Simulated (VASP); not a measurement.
Runs of VASP 6.6.1 on AlB2P3. The structure is that of space group P4mm (No. 99), or close to it. The cells are those of the table. 

```tsv
task	cell	k mesh	cutoff (eV)	gap on the mesh (eV)	pressure (GPa)	largest force (eV/Å)
single point	a = 3.200, b = 3.200, c = 9.235 Å, 6 atoms	6 × 6 × 2	520	none	-15.5	(a)
single point	a = 2.821, b = 2.821, c = 11.177 Å, 6 atoms	14 × 14 × 4	520	none	-0.2	0.04
relaxation of cell and atoms	relaxed from a = 2.830, b = 2.830, c = 11.146 Å, 6 atoms	14 × 14 × 4	600	-	0.0	0.01
single point	a = 2.830, b = 2.830, c = 11.146 Å, 6 atoms	6 × 6 × 2	520	none	-0.2	0.05
```

Alike in all rows: level PBE; potentials or basis VASP PAW PBE potentials, release 64 (Al, B, P); no spin polarisation; smearing gaussian 0.1 eV.

Estimate the missing entries.

(a) 0.49.

Caveats: some runs use coarse meshes; this functional lacks dispersion, which binds the layers, so the pressure and a relaxed spacing across them are unreliable (some runs); the bands computed are all filled at some k points, so no gap is given (some runs).

A gap of «none» marks levels without a gap at the run's occupations.
